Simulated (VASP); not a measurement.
# Zn (Pm-3m) in VASP: notebook, part 2 of 2

VASP 6.6.1.

### 5 Relaxation of cell and atoms, PBEsol

This run uses another cell than the first one, of 16.43 Å³/atom, 0.938 times its volume.

File INCAR:

```
SYSTEM = Zn
PREC     = Accurate       ! precision mode
ENCUT    = 600            ! plane-wave cutoff, eV
EDIFF    = 1E-7           ! SCF threshold, eV
ISMEAR   = -1             ! smearing method
SIGMA    = 0.1            ! smearing width, eV
LREAL    = .False.        ! projectors in reciprocal space
LASPH    = .True.         ! aspherical terms in the spheres
NELM     = 60             ! most SCF steps
ALGO     = Normal         ! electronic algorithm
ISIF     = 3              ! what is computed and relaxed
LWAVE    = .False.        ! write WAVECAR
LCHARG   = .False.        ! write CHGCAR
GGA      = PS             ! functional
IBRION   = 2              ! ionic algorithm
NSW      = 80             ! ionic steps
EDIFFG   = -0.01          ! ionic threshold
```

File KPOINTS:

```
regular mesh
0
Gamma
  12 12 12
  0 0 0
```

File POSCAR:

```
Zn
1.0
    2.5420818099      0.0000000000      0.0000000000
    0.0000000000      2.5420818099      0.0000000000
    0.0000000000      0.0000000000      2.5420818099
Zn
1
Direct
    0.0000000000      0.0000000000      0.0000000000
```

Potentials or basis: VASP PAW PBE potentials, release 64 (Zn).

Launch:

```bash
> cat potpaw_PBE.64/Zn/POTCAR > POTCAR
> mpirun -np 1 vasp_std > vasp.out
```

OUTCAR:

```text
SYSTEM = Zn
   PREC = Accurate
   ENCUT = 600
   EDIFF = 1E-7
   ISMEAR = -1
   LREAL = .False.
   LASPH = .True.
   NELM = 60
   ISIF = 3
   GGA = PS
   IBRION = 2
   NSW = 80
   EDIFFG = -0.01

 ion  position               nearest neighbor table
   1  0.000  0.000  0.000-

  LATTYP: Found a simple cubic cell.
 ALAT       =     2.5420818099

  Lattice vectors:

 A1 = (   2.5420818099,   0.0000000000,   0.0000000000)
 A2 = (   0.0000000000,   2.5420818099,   0.0000000000)
 A3 = (   0.0000000000,   0.0000000000,   2.5420818099)

Analysis of symmetry for initial positions (statically):
=====================================================================
 Subroutine PRICEL returns:
 Original cell was already a primitive cell.

 Routine SETGRP: Setting up the symmetry group for a
 simple cubic supercell.

 Subroutine GETGRP returns: Found 48 space group operations
 (whereof 48 operations were pure point group operations)
 out of a pool of 48 trial point group operations.

The static configuration has the point symmetry O_h .

Analysis of symmetry for dynamics (positions and initial velocities):
[... 209 lines left out ...]
 k-point     1 :       0.0000    0.0000    0.0000
  band No.  band energies     occupation
      1      -7.4342      2.00000
      2      -6.0496      2.00000
      3      -6.0496      2.00000
      4      -4.7277      2.00000
      5      -4.7277      2.00000
      6      -4.7277      2.00000
      7      14.8451      0.00000
      8      14.8451      0.00000
      9      14.8451      0.00000
     10      17.8110      0.00000
[... 287 lines left out ...]
 k-point    24 :       0.4167    0.3333    0.0000
  band No.  band energies     occupation
      1      -5.8009      2.00000
      2      -5.7589      2.00000
      3      -5.0389      2.00000
      4      -4.9630      2.00000
      5      -4.8152      2.00000
      6      -0.4334      2.00000
      7       3.4773      0.00000
      8       8.0283      0.00000
      9      12.2308      0.00000
     10      21.8814      0.00000

 [... further k-points ...]

------------------------ aborting loop because EDIFF is reached ----------------------------------------

  FORCE on cell =-STRESS in cart. coord.  units (eV):
  Direction    XX          YY          ZZ          XY          YZ          ZX
  --------------------------------------------------------------------------------------
  -------------------------------------------------------------------------------------
  Total        0.0022202      0.0022202      0.0022202     -0.0000000      0.0000000     -0.0000000
  in kB        0.2104031      0.2104031      0.2104031     -0.0000000      0.0000000     -0.0000000
  external PRESSURE =       0.2104031 kB  Pullay stress =       0.0000000 kB

 VOLUME and BASIS-vectors are now :
 -----------------------------------------------------------------------------
  energy-cutoff  :      600.00
  volume of cell :       16.91
      direct lattice vectors                 reciprocal lattice vectors
     2.566539689 -0.000000000  0.000000000     0.389629665  0.000000000  0.000000000
    -0.000000000  2.566539689  0.000000000     0.000000000  0.389629665  0.000000000
    -0.000000000 -0.000000000  2.566539689    -0.000000000 -0.000000000  0.389629665

 POSITION                                       TOTAL-FORCE (eV/Angst)
 -----------------------------------------------------------------------------------
      0.00000      0.00000      0.00000        -0.000000     -0.000000      0.000000
 -----------------------------------------------------------------------------------
    total drift:                                0.000000      0.000000      0.000000

  FREE ENERGIE OF THE ION-ELECTRON SYSTEM (eV)
  ---------------------------------------------------
  free  energy   TOTEN  =        -1.2985548695 eV

  energy  without entropy=       -1.2866299884  energy(sigma->0) =       -1.29259243

 reached required accuracy - stopping structural energy minimisation
```

CONTCAR:

```text
Zn
   1.00000000000000
     2.5665396888835970   -0.0000000000000000    0.0000000000000000
    -0.0000000000000000    2.5665396888835970    0.0000000000000000
    -0.0000000000000000   -0.0000000000000000    2.5665396888835970
  Zn
     1
Direct
     0.0000000000000000    0.0000000000000000    0.0000000000000000

  0.00000000E+00  0.00000000E+00  0.00000000E+00
```

It took 29 s on 1 thread of AMD EPYC 7R13, shared host; peak memory 0.14 GiB.

Results:

```yaml
Free_energy: -1.2986 eV
Relaxed_volume: 16.91 Å³/atom
Relaxed_cell: a = 2.567 Å, b = 2.567 Å, c = 2.567 Å, α = 90.00°, β = 90.00°, γ = 90.00°
Space_group_after_relaxing_to_0.05_Å: Pm-3m (No. 221)
Energy_gained_by_relaxing: 2.9 meV/atom
Ionic_steps: 2
Pressure_after_relaxing: 0.0 GPa
Band_gap_on_the_k_mesh: zero (band 6 reaches 7.81 eV, above the bottom of band 7 at -0.80 eV)
```

The path:
```tsv
step	energy change (eV)	largest force (eV/Å)	pressure (GPa)	volume (Å³)
1	0.0000	0.0000	1.95	16.43
2	-0.0029	0.0000	0.02	16.91
```

Final structure:
```cif
data_structure
_symmetry_space_group_name_H-M 'P 1'
_symmetry_Int_Tables_number 1
_cell_length_a 2.5665
_cell_length_b 2.5665
_cell_length_c 2.5665
_cell_angle_alpha 90.000
_cell_angle_beta 90.000
_cell_angle_gamma 90.000
_cell_volume 16.91
loop_
_atom_site_label
_atom_site_type_symbol
_atom_site_fract_x
_atom_site_fract_y
_atom_site_fract_z
_atom_site_occupancy
Zn1 Zn 0.00000 0.00000 0.00000 1
```

Caveat: the PAW data sets were made with another functional, which shifts forces and pressure a little.

### 6 Overview

```tsv
task	cell	k mesh	cutoff (eV)	gap on the mesh (eV)	pressure (GPa)
single point	a = 2.597 Å, 1 atom	14 × 14 × 14	520	none	-1.7
single point	a = 2.630 Å, 1 atom	14 × 14 × 14	520	none	-3.6
single point	a = 2.662 Å, 1 atom	14 × 14 × 14	520	none	-5.0
relaxation of cell and atoms	relaxed from a = 2.542 Å, 1 atom	12 × 12 × 12	600	none	0.0
```

Alike in all rows: level PBEsol; potentials or basis VASP PAW PBE potentials, release 64 (Zn); no spin polarisation; smearing fermi-dirac 0.1 eV.

Caveats: the PAW data sets were made with another functional, which shifts forces and pressure a little.

Absolute energies hang on the potentials; compare differences alone.
